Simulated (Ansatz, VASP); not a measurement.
Cd: VASP beside Ansatz

```
Cd
1.0
    -1.65642    1.65642    1.65642
     1.65642   -1.65642    1.65642
     1.65642    1.65642   -1.65642
Cd
1
Direct
  0.00000 0.00000 0.00000
```

Change from the starting cell: volume scaled by 0.8.

Alike in both runs: task relaxation of cell and atoms; functional BLYP; k mesh 10 × 10 × 10; occupations fermi-dirac, width 0.15 eV; no spin polarisation.

|  | VASP | Ansatz |
| --- | --- | --- |
| version | VASP 6.6.1 | Ansatz 0.2.0 |
| potentials or method | VASP PAW PBE potentials, release 64 (Cd) | Ansatz NC |
| plane-wave cutoff (eV) | 600 | 1071 |
| valence electrons in the cell | 12 | 20 |

Ansatz gave:

| Item | Value |
| --- | --- |
| gap on the k mesh at the Fermi level, each at its own relaxed structure (eV) | none |
| relaxed volume (Å³/atom) | 27.96 |
| relaxed length of the cell vector where the two differ most in proportion (Å) | 3.312 |

What did VASP give for the same quantities?

gap on the k mesh at the Fermi level, each at its own relaxed structure (eV): none; relaxed volume (Å³/atom): 27.75; relaxed length of the cell vector where the two differ most in proportion (Å): 3.303.

VASP's potentials were made for PBE, not for BLYP. A gap of «none» marks a metal or a gap that the smearing closes. VASP's potentials hold 12 valence electrons a cell and Ansatz's 20, so a difference there can come from the potentials and not from the codes.

Noted on VASP's run: the volume moved by over 15 % at a fixed basis, so the end points are rough. Noted on Ansatz's run: the potentials were made for another functional, which shifts forces and pressure; the plane-wave basis is chosen anew once the cell has moved, so the energies of steps on either side of that aren't comparable.
